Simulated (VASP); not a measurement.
Crystal: As.

```
As
1.0
     2.70368    0.00000    0.00000
     0.00000    2.70368    0.00000
     0.00000    0.00000    2.70368
As
1
Direct
  0.50000 0.50000 0.50000
```

```yaml
Program: VASP 6.6.1
Task: relaxation of cell and atoms
Functional: LDA
Potentials_or_basis: VASP PAW LDA potentials, release 64 (As)
Cutoff: 600 eV
k_mesh: 8 × 8 × 8
Occupations: methfessel-paxton, width 0.15 eV
Spin: no spin polarisation
```

At the start: pressure -1.8 GPa; volume 19.76 Å³/atom.

**Question.** Where does the relaxation end?

**Answer.** Over 3 steps the energy falls by 2.1 meV/atom and the volume is 19.39 Å³/atom (-1.9 %); space group Pm-3m (No. 221, to 0.05 Å).

The path:
| step | energy change (eV) | largest force (eV/Å) | pressure (GPa) | volume (Å³) |
| --- | --- | --- | --- | --- |
| 1 | 0.0000 | 0.0000 | -1.76 | 19.76 |
| 2 | -0.0012 | 0.0000 | 1.23 | 19.15 |
| 3 | -0.0021 | 0.0000 | -0.01 | 19.39 |

Final structure:
```
As
1.0
     2.68661    0.00000    0.00000
     0.00000    2.68661    0.00000
     0.00000    0.00000    2.68661
As
1
Direct
  0.50000 0.50000 0.50000
```
